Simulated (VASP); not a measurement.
# Zr2NbN3 (P-4m2) in VASP: further runs, part 2 of 2

VASP 6.6.1.

## (5) Relaxation of cell and atoms, PBE

Contents of INCAR:

```
SYSTEM = Zr2NbN3
  ALGO = Normal
  EDIFF = 1E-7
  EDIFFG = -0.04
  ENCUT = 600
  GGA = PE
  IBRION = 2
  ISIF = 3
  ISMEAR = 0
  LASPH = .True.
  LCHARG = .False.
  LREAL = .False.
  LWAVE = .False.
  NELM = 100
  NSW = 90
  PREC = Accurate
  SIGMA = 0.1
```

Contents of KPOINTS:

```
k-points
0
Gamma
  6 6 4
  0 0 0
```

Contents of POSCAR:

```
Zr2NbN3
1.0
    3.3062053200      0.0000000000      0.0000000000
    0.0000000000      3.3062053200      0.0000000000
    0.0000000000      0.0000000000      7.2973297300
Zr Nb N
2 1 3
Direct
    0.0000000000      0.5000000000      0.7365000200
    0.5000000000      0.0000000000      0.2634999800
    0.0000000000      0.0000000000      0.0000000000
    0.5000000000      0.5000000000      0.0000000000
    0.0000000000      0.5000000000      0.3835000100
    0.5000000000      0.0000000000      0.6164999900
```

Potentials or basis: VASP PAW PBE potentials, release 64 (Zr_sv, Nb_sv, N).

Started as:

```sh
$ cat potpaw_PBE.64/Zr_sv/POTCAR potpaw_PBE.64/Nb_sv/POTCAR potpaw_PBE.64/N/POTCAR > POTCAR
$ mpirun -np 1 vasp_std > vasp.out
```

OUTCAR:

```text
SYSTEM = Zr2NbN3
   EDIFF = 1E-7
   EDIFFG = -0.04
   ENCUT = 600
   GGA = PE
   IBRION = 2
   ISIF = 3
   ISMEAR = 0
   LASPH = .True.
   LREAL = .False.
   NELM = 100
   NSW = 90
   PREC = Accurate

 ion  position               nearest neighbor table
   1  0.000  0.500  0.737-   6 2.50   6 2.50   6 2.50   6 2.50   4 2.54   4 2.54   3 2.54   3 2.54
                             5 2.58
   2  0.500  0.000  0.263-   5 2.50   5 2.50   5 2.50   5 2.50   4 2.54   3 2.54   3 2.54   4 2.54
                             6 2.58
   3  0.000  0.000  0.000-   4 2.34   4 2.34   4 2.34   4 2.34   2 2.54   2 2.54   1 2.54   1 2.54

   4  0.500  0.500  0.000-   3 2.34   3 2.34   3 2.34   3 2.34   2 2.54   1 2.54   1 2.54   2 2.54

   5  0.000  0.500  0.384-   2 2.50   2 2.50   2 2.50   2 2.50   1 2.58
   6  0.500  0.000  0.616-   1 2.50   1 2.50   1 2.50   1 2.50   2 2.58

  LATTYP: Found a simple tetragonal cell.
 ALAT       =     3.3062053200
 C/A-ratio  =     2.2071616925

  Lattice vectors:

 A1 = (   3.3062053200,   0.0000000000,   0.0000000000)
 A2 = (   0.0000000000,   3.3062053200,   0.0000000000)
 A3 = (   0.0000000000,   0.0000000000,   7.2973297300)

Analysis of symmetry for initial positions (statically):
=====================================================================
 Subroutine PRICEL returns:
 Original cell was already a primitive cell.

 Routine SETGRP: Setting up the symmetry group for a
 simple tetragonal supercell.

 Subroutine GETGRP returns: Found  8 space group operations
 (whereof  8 operations were pure point group operations)
 out of a pool of 16 trial point group operations.

The static configuration has the point symmetry D_2d.

Analysis of symmetry for dynamics (positions and initial velocities):
=====================================================================
 Subroutine PRICEL returns:
 Original cell was already a primitive cell.

 Routine SETGRP: Setting up the symmetry group for a
 simple tetragonal supercell.

 Subroutine GETGRP returns: Found  8 space group operations
 (whereof  8 operations were pure point group operations)
 out of a pool of 16 trial point group operations.

The dynamic configuration has the point symmetry D_2d.

 Subroutine INISYM returns: Found  8 space group operations
 (whereof  8 operations are pure point group operations),
 and found     1 'primitive' translations

----------------------------------------------------------------------------------------

                                     Primitive cell

  volume of cell :      79.7671

  direct lattice vectors                    reciprocal lattice vectors
     3.306205320  0.000000000  0.000000000     0.302461554  0.000000000  0.000000000
     0.000000000  3.306205320  0.000000000     0.000000000  0.302461554  0.000000000
     0.000000000  0.000000000  7.297329730     0.000000000  0.000000000  0.137036428

  length of vectors
     3.306205320  3.306205320  7.297329730     0.302461554  0.302461554  0.137036428

  position of ions in fractional coordinates (direct lattice)
     0.000000000  0.500000000  0.736500020
     0.500000000  0.000000000  0.263499980
     0.000000000  0.000000000  0.000000000
     0.500000000  0.500000000  0.000000000
     0.000000000  0.500000000  0.383500010
     0.500000000  0.000000000  0.616499990
[... 68 lines left out ...]
   ions per type =               2   1   3
   NGX,Y,Z   is equivalent  to a cutoff of  14.08, 14.08, 13.67 a.u.
   NGXF,Y,Z  is equivalent  to a cutoff of  28.16, 28.16, 27.34 a.u.
 SYSTEM =  Zr2NbN3
   PREC   = accura    normal or accurate (medium, high low for compatibility)
   ISTART =      0    job   : 0-new  1-cont  2-samecut
   ICHARG =      2    charge: 1-file 2-atom 10-const
   ISPIN  =      1    spin polarized calculation?
   LNONCOLLINEAR =      F non collinear calculations
   LSORBIT =      F    spin-orbit coupling
   LASPH  =      T    aspherical Exc in radial PAW
   ENCUT  =  600.0 eV  44.10 Ry    6.64 a.u.   6.60  6.60 14.57*2*pi/ulx,y,z
   NELM   =    100;   NELMIN=  2; NELMDL= -5     # of ELM steps
   EDIFF  = 0.1E-06   stopping-criterion for ELM
   LREAL  =      F    real-space projection
   EDIFFG = -.4E-01   stopping-criterion for IOM
   NSW    =     90    number of steps for IOM
   IBRION =      2    ionic relax: 0-MD 1-quasi-New 2-CG
   NFREE  =      1    steps in history (QN), initial steepest desc. (CG)
   ISIF   =      3    stress and relaxation
   ISYM   =      2    0-nonsym 1-usesym 2-fastsym
   POTIM  = 0.5000    time-step for ionic-motion
   TEBEG  =    0.0;   TEEND  =   0.0 temperature during run
   PSTRESS=    0.0 pullay stress
   NELECT =      52.0000    total number of electrons
   NUPDOWN=      -1.0000    fix difference up-down
   EMIN   =  10.00;   EMAX   =-10.00  energy-range for DOS
   EFERMI =   0.00;   METHOD = LEGACY
   ISMEAR =     0;   SIGMA  =   0.10  broadening in eV -4-tet -1-fermi 0-gaus
   EFERMI_NEDOS =   21; number of points for ismear=-14 and -15
   IALGO  =     38    algorithm
   IMIX   =      4    mixing-type and parameters
     AMIX     =   0.40;   BMIX     =  1.00
     AMIX_MAG =   1.60;   BMIX_MAG =  1.00
  volume/ion in A,a.u.               =      13.29        89.72
  Fermi-wavevector in a.u.,A,eV,Ry     =   1.419498  2.682462 27.415388  2.014974
  Thomas-Fermi vector in A             =   2.540512
   LORBIT       =      0    0 simple, 1 ext, 2 COOP (PROOUT), +10 PAW based schemes
   GGA     = PE    functional components
   LHFCALC =     F    Hartree Fock is set to
   AEXX    =    0.0000 exact exchange contribution
   IVDW    =     0    specifies the selected vdW correction
   LEPSILON=     F    determine dielectric tensor
   LRPA    =     F    only Hartree local field effects (RPA)
 conjugate gradient relaxation of ions
 non-spin polarized calculation
 Gauss-broadening in eV      SIGMA  =   0.10
  energy-cutoff  :      600.00
  volume of cell :       79.77
 maximum number of plane-waves:      2694
 NGX is ok and might be reduce to    28
   NGX = 13   NGY = 13   NGZ = 29

--------------------------------------- Ionic step        1  -------------------------------------------

 number of electron      51.9999998 magnetization

 Free energy of the ion-electron system (eV)
  ---------------------------------------------------
  ext. energy  EPLUGINS =         0.00000000
  ---------------------------------------------------
  free energy    TOTEN  =       -52.06281765 eV

  energy without entropy =      -52.03266522  energy(sigma->0) =      -52.04774144

------------------------ aborting loop because EDIFF is reached ----------------------------------------

  FORCE on cell =-STRESS in cart. coord.  units (eV):
  Direction    XX          YY          ZZ          XY          YZ          ZX
  --------------------------------------------------------------------------------------
  -------------------------------------------------------------------------------------
  Total       -8.7400564     -8.7400564      4.7048773      0.0000000      0.0000000      0.0000000
  in kB     -175.5501509   -175.5501509     94.5007538      0.0000000      0.0000000      0.0000000
  external PRESSURE =     -85.5331827 kB  Pullay stress =       0.0000000 kB
[... 101 lines left out ...]
  FREE ENERGIE OF THE ION-ELECTRON SYSTEM (eV)
  ---------------------------------------------------
  free  energy   TOTEN  =       -57.9662472140 eV

  energy  without entropy=      -57.9528801917  energy(sigma->0) =      -57.95956370

 E-fermi :  10.1878     XC(G=0): -11.9242

 val. band max:       10.1724584704   @ k =   0.1667   0.1667   0.0000
 cond. band min:      10.1967935738   @ k =   0.1667   0.1667   0.0000
 fundamental gap:      0.0243351033
 Fermi energy:        10.1878325869

 k-point     1 :       0.0000    0.0000    0.0000
  band No.  band energies     occupation
      1     -45.6249      2.00000
      2     -39.1144      2.00000
      3     -39.0242      2.00000
      4     -21.5721      2.00000
      5     -21.5143      2.00000
      6     -21.5143      2.00000
[... 805 lines left out ...]
     30      13.1186      0.00000
     31      13.2078      0.00000

 [... further k-points ...]

[... ionic steps 4 to 16 ...]

--------------------------------------- Ionic step       17  -------------------------------------------

 number of electron      52.0000000 magnetization

------------------------ aborting loop because EDIFF is reached ----------------------------------------
[... 75 lines left out ...]
--------------------------------------- Ionic step       19  -------------------------------------------

 number of electron      51.9999999 magnetization

 Free energy of the ion-electron system (eV)
  ---------------------------------------------------
  ext. energy  EPLUGINS =         0.00000000
  ---------------------------------------------------
  free energy    TOTEN  =       -58.97395570 eV

  energy without entropy =      -58.95662377  energy(sigma->0) =      -58.96528974

 E-fermi :   9.9466     XC(G=0): -11.8068

 val. band max:        9.9442569794   @ k =   0.1667   0.1667   0.0000
 cond. band min:       9.9467048224   @ k =   0.1667   0.1667   0.2500
 fundamental gap:      0.0024478430
 Fermi energy:         9.9466111909

 k-point     1 :       0.0000    0.0000    0.0000
  band No.  band energies     occupation
      1     -45.8537      2.00000
      2     -39.3897      2.00000
      3     -39.3074      2.00000
      4     -21.7796      2.00000
      5     -21.7488      2.00000
      6     -21.7488      2.00000
[... 840 lines left out ...]
  FREE ENERGIE OF THE ION-ELECTRON SYSTEM (eV)
  ---------------------------------------------------
  free  energy   TOTEN  =       -58.9739556973 eV

  energy  without entropy=      -58.9566237742  energy(sigma->0) =      -58.96528974

 reached required accuracy - stopping structural energy minimisation
```

Run time: 11 min. Hardware: 1 thread of Intel Xeon 6975P-C (Granite Rapids), shared host; peak memory 0.27 GiB.

Results:

* Free energy: -58.9740 eV
* Relaxed volume: 13.50 Å³/atom
* Relaxed cell: a = 3.098 Å, b = 3.098 Å, c = 8.443 Å, α = 90.00°, β = 90.00°, γ = 90.00°
* Space group after relaxing (to 0.1 Å): P-4m2 (No. 115)
* Energy gained by relaxing: 1151.9 meV/atom
* Ionic steps: 19
* Pressure after relaxing: 0.2 GPa
* Largest force after relaxing: 0.016 eV/Å
* Band gap on the k mesh: zero (bands 26 and 27 overlap by 3.28 eV)

Forces on the atoms (eV/Å):
```
Zr   0.000  0.000 -0.016
Zr   0.000  0.000  0.016
Nb   0.000  0.000  0.000
N    0.000  0.000  0.000
N    0.000  0.000 -0.015
N    0.000  0.000  0.015
```

Stress tensor (GPa, compression positive):
```
 0.40  0.00  0.00
 0.00  0.40  0.00
 0.00  0.00 -0.34
```

The path:
| step | energy change (eV) | largest force (eV/Å) | pressure (GPa) | volume (Å³) |
| --- | --- | --- | --- | --- |
| 1 | 0.0000 | 7.9993 | -8.55 | 79.77 |
| 2 | -5.6953 | 2.9509 | 12.33 | 71.56 |
| 3 | -5.9034 | 1.6518 | 23.34 | 69.93 |
| 4 | -6.3868 | 0.7091 | -16.80 | 86.42 |
| 5 | -6.7304 | 0.7397 | -4.48 | 79.39 |
| 6 | -6.8629 | 0.3988 | 2.22 | 79.57 |
| 7 | -6.8646 | 0.4078 | 1.49 | 79.56 |
| 8 | -6.8820 | 0.3607 | -0.93 | 80.94 |
| 9 | -6.8833 | 0.3430 | -1.73 | 81.43 |
| 10 | -6.8954 | 0.2533 | -0.61 | 81.44 |
| 11 | -6.8990 | 0.2042 | 0.39 | 81.45 |
| 12 | -6.9041 | 0.1605 | -0.34 | 81.68 |
| 13 | -6.9053 | 0.1384 | -0.89 | 81.86 |
| 14 | -6.9083 | 0.1546 | 0.14 | 81.40 |
| 15 | -6.9084 | 0.1580 | 0.44 | 81.26 |
| 16 | -6.9101 | 0.0805 | -0.03 | 81.22 |
| 17 | -6.9101 | 0.0847 | -0.08 | 81.22 |
| 18 | -6.9107 | 0.0624 | -0.01 | 81.16 |
| 19 | -6.9111 | 0.0156 | 0.15 | 81.02 |

Final structure:
```yaml
crystal:
  lattice:
    - [3.09769, 0.00000, 0.00000]
    - [0.00000, 3.09769, 0.00000]
    - [0.00000, 0.00000, 8.44333]
  atoms:
    - { symbol: Zr, position: [0.00000, 0.50000, 0.64579] }
    - { symbol: Zr, position: [0.50000, 0.00000, 0.35421] }
    - { symbol: Nb, position: [0.00000, 0.00000, 0.00000] }
    - { symbol: N, position: [0.50000, 0.50000, 0.00000] }
    - { symbol: N, position: [0.00000, 0.50000, 0.37992] }
    - { symbol: N, position: [0.50000, 0.00000, 0.62008] }
```

Levels at points of the mesh, in eV from the Fermi level:
```
           k point  band 22  band 23  band 24  band 25  band 26  band 27  band 28  band 29  band 30  band 31
(0.00, 0.00, 0.00)    -2.40    -2.40    -2.40    -2.12    -1.90    -1.90    -1.37     0.91     0.91     1.49
(0.50, 0.00, 0.00)    -5.18    -4.87    -3.99    -1.09     1.38     1.43     2.45     2.58     2.72     3.03
(0.50, 0.50, 0.00)    -3.12    -2.47    -2.34    -1.44    -1.05    -1.05    -0.09     0.95     1.97     2.20
(0.00, 0.00, 0.50)    -2.57    -2.40    -2.40    -1.89    -1.89    -1.48    -0.28     0.77     0.77     1.49
(0.50, 0.00, 0.50)    -5.18    -4.81    -4.36    -0.42     1.03     1.32     2.21     2.57     2.66     3.01
(0.50, 0.50, 0.50)    -3.05    -2.55    -2.49    -1.47    -1.47    -0.74    -0.38     0.47     1.37     3.18
```

Caveat: a cell axis changed by over 15 % at a fixed basis, so the end point is rough.

## (6) The runs side by side

| task | cell | k mesh | cutoff (eV) | gap on the mesh (eV) | pressure (GPa) | largest force (eV/Å) |
| --- | --- | --- | --- | --- | --- | --- |
| single point | a = 3.306, b = 3.306, c = 7.297 Å, 6 atoms, atomic positions A | 6 × 6 × 4 | 520 | none | -8.5 | 8.00 |
| single point | a = 3.100, b = 3.100, c = 8.433 Å, 6 atoms, atomic positions B | 6 × 6 × 4 | 520 | none | 0.1 | 0.02 |
| single point | a = 3.099, b = 3.099, c = 8.431 Å, 6 atoms, atomic positions C | 12 × 12 × 6 | 520 | none | 0.0 | 0.02 |
| relaxation of cell and atoms | relaxed from a = 3.306, b = 3.306, c = 7.297 Å, 6 atoms, atomic positions A | 6 × 6 × 4 | 600 | none | 0.2 | 0.02 |

Alike in all rows: level PBE; potentials or basis VASP PAW PBE potentials, release 64 (Zr_sv, Nb_sv, N); no spin polarisation; smearing gaussian 0.1 eV.

Caveats: the stress differs along the axes, from -17 to 10 GPa (at least some runs); forces of over 1 eV/Å act on the atoms, so gaps and moduli don't describe the material at rest (at least some runs); a cell axis changed by over 15 % at a fixed basis, so the end point is rough (at least some runs).

Absolute energies hang on the potentials; compare differences alone.

The gap in the log of VASP goes by the Fermi energy; the results here count the filled bands.